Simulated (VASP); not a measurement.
# SrAg2B2 (P-3m1) in VASP: notebook

Runs on SrAg2B2. Level: PBE. Tasks: single point, relaxation of cell and atoms.

Program: VASP 6.6.1. These are calculated values, not measurements. Logs are shortened: lines on timing, memory, paths and dates and some standing lists are left out, and cuts for length are marked.

**1. The cell of the first run**

The structure is trigonal, space group P-3m1 (No. 164). The conventional cell has a = 3.870 Å, b = 3.870 Å, c = 6.912 Å, α = 90.00°, β = 90.00°, γ = 120.00°. Within 4.0 Å of Sr (site symmetry -3m) lie 6 B at 3.03 Å and 6 Ag at 3.39 Å and 6 Sr at 3.87 Å. Ag (site symmetry 3m) has 4 B at 2.29 to 2.33 Å and 3 Ag at 2.88 Å within 3.0 Å. B (site symmetry 3m) has 4 Ag at 2.29 to 2.33 Å and 3 Sr at 3.03 Å within 3.1 Å.

The cell was built from a structure type or drawn by symmetry, and may not be a known phase.

**2. Single point, PBE**

Input file INCAR:

```
SYSTEM = SrAg2B2
  ALGO = Normal
  EDIFF = 1E-6
  ENCUT = 520
  GGA = PE
  ISIF = 2
  ISMEAR = 0
  LASPH = .TRUE.
  LCHARG = .TRUE.
  LELF = .TRUE.
  LREAL = .FALSE.
  LVHAR = .TRUE.
  LWAVE = .FALSE.
  NBANDS = 27
  NELM = 60
  PREC = Accurate
  SIGMA = 0.1
```

Input file KPOINTS:

```
k-points
0
G
  6 6 4
  0 0 0
```

Input file POSCAR:

```
SrAg2B2
1.0
    3.8704153585      0.0000000027      0.0000000000
   -1.9352076816      3.3518780223      0.0000000000
    0.0000000000      0.0000000000      6.9119027780
Sr Ag B
1 2 2
Direct
    0.0000000000      0.0000000000      0.5000000000
    0.3333333333      0.6666666667      0.1316345100
    0.6666666667      0.3333333333      0.8683654900
    0.3333333333      0.6666666667      0.7951582040
    0.6666666667      0.3333333333      0.2048417960
```

Potentials or basis: VASP PAW PBE potentials, release 64 (Sr_sv, Ag, B).

The run is started by

```
$ cat potpaw_PBE.64/Sr_sv/POTCAR potpaw_PBE.64/Ag/POTCAR potpaw_PBE.64/B/POTCAR > POTCAR
$ mpirun -np 1 vasp_std > vasp.out
```

OUTCAR:

```text
SYSTEM = SrAg2B2
   EDIFF = 1E-6
   ENCUT = 520
   GGA = PE
   ISIF = 2
   ISMEAR = 0
   LASPH = .TRUE.
   LREAL = .FALSE.
   NELM = 60
   PREC = Accurate

 ion  position               nearest neighbor table
   1  0.000  0.000  0.500-   4 3.03   5 3.03   4 3.03   5 3.03   5 3.03   4 3.03   2 3.39   3 3.39
                             2 3.39   3 3.39   2 3.39   3 3.39
   2  0.333  0.667  0.132-   5 2.29   5 2.29   5 2.29   4 2.33   3 2.88   3 2.88   3 2.88   1 3.39
                             1 3.39   1 3.39
   3  0.667  0.333  0.868-   4 2.29   4 2.29   4 2.29   5 2.33   2 2.88   2 2.88   2 2.88   1 3.39
                             1 3.39   1 3.39
   4  0.333  0.667  0.795-   3 2.29   3 2.29   3 2.29   2 2.33   1 3.03   1 3.03   1 3.03
   5  0.667  0.333  0.205-   2 2.29   2 2.29   2 2.29   3 2.33   1 3.03   1 3.03   1 3.03

  LATTYP: Found a hexagonal cell.
 ALAT       =     3.8704153585
 C/A-ratio  =     1.7858297205

  Lattice vectors:

 A1 = (   3.8704153585,   0.0000000027,   0.0000000000)
 A2 = (  -1.9352076816,   3.3518780223,   0.0000000000)
 A3 = (   0.0000000000,   0.0000000000,   6.9119027780)

Analysis of symmetry for initial positions (statically):
=====================================================================
 Subroutine PRICEL returns:
 Original cell was already a primitive cell.

 Routine SETGRP: Setting up the symmetry group for a
 hexagonal supercell.

 Subroutine GETGRP returns: Found 12 space group operations
 (whereof 12 operations were pure point group operations)
 out of a pool of 24 trial point group operations.

The static configuration has the point symmetry D_3d.

Analysis of symmetry for dynamics (positions and initial velocities):
=====================================================================
 Subroutine PRICEL returns:
 Original cell was already a primitive cell.

 Routine SETGRP: Setting up the symmetry group for a
 hexagonal supercell.

 Subroutine GETGRP returns: Found 12 space group operations
 (whereof 12 operations were pure point group operations)
 out of a pool of 24 trial point group operations.

The dynamic configuration has the point symmetry D_3d.

 Subroutine INISYM returns: Found 12 space group operations
 (whereof 12 operations are pure point group operations),
 and found     1 'primitive' translations

----------------------------------------------------------------------------------------

                                     Primitive cell

  volume of cell :      89.6692

[... 96 lines left out ...]
   NSW    =      0    number of steps for IOM
   IBRION =     -1    ionic relax: 0-MD 1-quasi-New 2-CG
   NFREE  =      0    steps in history (QN), initial steepest desc. (CG)
   ISIF   =      2    stress and relaxation
   ISYM   =      2    0-nonsym 1-usesym 2-fastsym
   POTIM  = 0.5000    time-step for ionic-motion
   TEBEG  =    0.0;   TEEND  =   0.0 temperature during run
   PSTRESS=    0.0 pullay stress
   NELECT =      38.0000    total number of electrons
   NUPDOWN=      -1.0000    fix difference up-down
   EMIN   =  10.00;   EMAX   =-10.00  energy-range for DOS
   EFERMI =   0.00;   METHOD = LEGACY
   ISMEAR =     0;   SIGMA  =   0.10  broadening in eV -4-tet -1-fermi 0-gaus
   EFERMI_NEDOS =   21; number of points for ismear=-14 and -15
   IALGO  =     38    algorithm
   IMIX   =      4    mixing-type and parameters
     AMIX     =   0.40;   BMIX     =  1.00
     AMIX_MAG =   1.60;   BMIX_MAG =  1.00
  volume/ion in A,a.u.               =      17.93       121.02
  Fermi-wavevector in a.u.,A,eV,Ry     =   1.229669  2.323737 20.573177  1.512086
  Thomas-Fermi vector in A             =   2.364547
   LORBIT       =      0    0 simple, 1 ext, 2 COOP (PROOUT), +10 PAW based schemes
   GGA     = PE    functional components
   LHFCALC =     F    Hartree Fock is set to
   AEXX    =    0.0000 exact exchange contribution
   IVDW    =     0    specifies the selected vdW correction
   LEPSILON=     F    determine dielectric tensor
   LRPA    =     F    only Hartree local field effects (RPA)
 non-spin polarized calculation
 Gauss-broadening in eV      SIGMA  =   0.10
  energy-cutoff  :      520.00
  volume of cell :       89.67
 maximum number of plane-waves:      2439
 NGX is ok and might be reduce to    30
   NGX = 15   NGY = 15   NGZ = 25

 number of electron      38.0000005 magnetization

 Free energy of the ion-electron system (eV)
  ---------------------------------------------------
  ext. energy  EPLUGINS =         0.00000000
  ---------------------------------------------------
  free energy    TOTEN  =       -17.40750147 eV

  energy without entropy =      -17.39221168  energy(sigma->0) =      -17.39985657

 E-fermi :   5.1552     XC(G=0): -10.4541

 val. band max:        5.1413850999   @ k =   0.1667   0.1667   0.5000
 cond. band min:       5.1716273030   @ k =   0.1667   0.1667   0.0000
 fundamental gap:      0.0302422030
 Fermi energy:         5.1551730584

 k-point     1 :       0.0000    0.0000    0.0000
  band No.  band energies     occupation
      1     -29.7614      2.00000
      2     -11.8757      2.00000
      3     -11.6589      2.00000
      4     -11.6589      2.00000
      5      -4.0498      2.00000
      6      -2.9863      2.00000
[... 709 lines left out ...]
     26      12.8202      0.00000
     27      12.8217      0.00000

------------------------ aborting loop because EDIFF is reached ----------------------------------------

  FORCE on cell =-STRESS in cart. coord.  units (eV):
  Direction    XX          YY          ZZ          XY          YZ          ZX
  --------------------------------------------------------------------------------------
  -------------------------------------------------------------------------------------
  Total        0.1003960      0.1003960      0.1966156     -0.0000000     -0.0000000      0.0000000
  in kB        1.7938400      1.7938400      3.5130562     -0.0000000     -0.0000000      0.0000000
  external PRESSURE =       2.3669121 kB  Pullay stress =       0.0000000 kB

 VOLUME and BASIS-vectors are now :
 -----------------------------------------------------------------------------
  energy-cutoff  :      520.00
  volume of cell :       89.67
      direct lattice vectors                 reciprocal lattice vectors
     3.870415358  0.000000003  0.000000000     0.258370202  0.149170106  0.000000000
    -1.935207682  3.351878022  0.000000000    -0.000000000  0.298340212  0.000000000
     0.000000000  0.000000000  6.911902778     0.000000000  0.000000000  0.144677961

 POSITION                                       TOTAL-FORCE (eV/Angst)
 -----------------------------------------------------------------------------------
      0.00000      0.00000      3.45595        -0.000000      0.000000      0.000000
     -0.00000      2.23459      0.90984        -0.000000      0.000000     -0.026557
      1.93521      1.11729      6.00206         0.000000     -0.000000      0.026557
     -0.00000      2.23459      5.49606        -0.000000      0.000000      0.004397
      1.93521      1.11729      1.41585         0.000000      0.000000     -0.004397
 -----------------------------------------------------------------------------------
    total drift:                               -0.000000      0.000000     -0.000000

  FREE ENERGIE OF THE ION-ELECTRON SYSTEM (eV)
  ---------------------------------------------------
  free  energy   TOTEN  =       -17.4075014731 eV

  energy  without entropy=      -17.3922116757  energy(sigma->0) =      -17.39985657
```

Run time: 53 s. Hardware: 1 thread of AMD EPYC 7R13 (Zen 3), shared host; peak memory 0.21 GiB.

What came out:

* Free energy: -17.4075 eV
* Pressure: 0.2 GPa
* Largest force: 0.027 eV/Å
* Band gap on the k mesh: zero (bands 19 and 20 overlap by 2.85 eV)

Forces on the atoms (eV/Å):
```
Sr   0.000  0.000  0.000
Ag   0.000  0.000 -0.027
Ag   0.000  0.000  0.027
B    0.000  0.000  0.004
B    0.000  0.000 -0.004
```

Levels at points of the mesh, in eV from the Fermi level:
```
           k point  band 17  band 18  band 19  band 20  band 21  band 22
(0.00, 0.00, 0.00)    -3.39     1.65     1.65     2.55     2.89     3.23
(0.50, 0.00, 0.00)    -3.09    -1.31    -0.36    -0.26    -0.21     1.23
(0.00, 0.00, 0.50)    -1.67     0.69     2.18     2.18     2.33     2.33
(0.50, 0.00, 0.50)    -2.70    -2.17    -0.78    -0.58     1.77     1.80
```

**3. Relaxation of cell and atoms, PBE**

This run uses another cell than the first one, of 18.69 Å³/atom.

Input file INCAR:

```
  PREC = Accurate
  ENCUT = 600
  EDIFF = 1E-6
  ISMEAR = 0
  SIGMA = 0.1
  LREAL = False
  LASPH = True
  NELM = 80
  ALGO = Normal
  ISIF = 3
  LWAVE = False
  LCHARG = False
  GGA = PE
  IBRION = 2
  NSW = 90
  EDIFFG = -0.04
```

Input file KPOINTS:

```
Automatic mesh
0
Gamma
  6 6 4
```

Input file POSCAR:

```
SrAg2B2
1.0
    4.1049024300      0.0000000000      0.0000000000
   -2.0524512200      3.5549497900      0.0000000000
    0.0000000000      0.0000000000      6.4054960500
Sr Ag B
1 2 2
Direct
    0.0000000000      0.0000000000      0.5000000000
    0.3333333300      0.6666666700      0.1448990000
    0.6666666700      0.3333333300      0.8551010000
    0.3333333300      0.6666666700      0.7578778300
    0.6666666700      0.3333333300      0.2421221700
```

Potentials or basis: VASP PAW PBE potentials, release 64 (Sr_sv, Ag, B).

The run is started by

```
$ cat potpaw_PBE.64/Sr_sv/POTCAR potpaw_PBE.64/Ag/POTCAR potpaw_PBE.64/B/POTCAR > POTCAR
$ mpirun -np 1 vasp_std > vasp.out
```

It took 5.7 min on 1 thread of AMD EPYC 7R13 (Zen 3), shared host; peak memory 0.27 GiB.

Results (log left out):

- Free energy: -17.4084 eV
- Relaxed volume: 17.97 Å³/atom
- Relaxed cell: a = 3.869 Å, b = 3.869 Å, c = 6.930 Å, α = 90.00°, β = 90.00°, γ = 120.00°
- Space group after relaxing (to 0.1 Å): P-3m1 (No. 164)
- Energy gained by relaxing: 128.9 meV/atom
- Ionic steps: 9
- Pressure after relaxing: 0.1 GPa
- Largest force after relaxing: 0.028 eV/Å
- Band gap on the k mesh: zero (bands 19 and 20 overlap by 2.86 eV)

Forces in eV/Å, atoms in the order of the input:
```
Sr   0.000  0.000  0.000
Ag   0.000  0.000  0.004
Ag   0.000  0.000 -0.004
B    0.000  0.000  0.028
B    0.000  0.000 -0.028
```

Stress tensor (GPa, compression positive):
```
 0.14  0.00  0.00
 0.00  0.14  0.00
 0.00  0.00 -0.02
```

Step by step:
| step | energy change (eV) | largest force (eV/Å) | pressure (GPa) | volume (Å³) |
| --- | --- | --- | --- | --- |
| 1 | 0.0000 | 1.2277 | -3.28 | 93.47 |
| 2 | -0.2415 | 0.9956 | 0.57 | 88.38 |
| 3 | -0.3081 | 0.6787 | 4.97 | 84.34 |
| 4 | -0.4633 | 0.3523 | 4.47 | 85.05 |
| 5 | -0.5739 | 0.3694 | 4.34 | 86.05 |
| 6 | -0.6399 | 0.0712 | -0.14 | 90.14 |
| 7 | -0.6399 | 0.0679 | -0.21 | 90.24 |
| 8 | -0.6426 | 0.0549 | -0.15 | 90.10 |
| 9 | -0.6443 | 0.0283 | 0.08 | 89.84 |

Final structure:
```cif
data_structure
_symmetry_space_group_name_H-M 'P 1'
_symmetry_Int_Tables_number 1
_cell_length_a 3.8689
_cell_length_b 3.8689
_cell_length_c 6.9305
_cell_angle_alpha 90.000
_cell_angle_beta 90.000
_cell_angle_gamma 120.000
_cell_volume 89.84
loop_
_atom_site_label
_atom_site_type_symbol
_atom_site_fract_x
_atom_site_fract_y
_atom_site_fract_z
_atom_site_occupancy
Sr1 Sr 0.00000 0.00000 0.50000 1
Ag1 Ag 0.33333 0.66667 0.13096 1
Ag2 Ag 0.66667 0.33333 0.86904 1
B1 B 0.33333 0.66667 0.79464 1
B2 B 0.66667 0.33333 0.20536 1
```

Levels at points of the mesh, in eV from the Fermi level:
```
           k point  band 15  band 16  band 17  band 18  band 19  band 20  band 21  band 22  band 23
(0.00, 0.00, 0.00)    -4.46    -4.46    -3.39     1.65     1.65     2.51     2.87     3.22     3.22
(0.50, 0.00, 0.00)    -4.51    -3.85    -3.10    -1.32    -0.38    -0.28    -0.21     1.23     3.34
(0.00, 0.00, 0.50)    -4.50    -4.50    -1.69     0.65     2.17     2.17     2.33     2.33     3.69
(0.50, 0.00, 0.50)    -4.48    -3.95    -2.71    -2.18    -0.80    -0.57     1.77     1.77     2.15
```
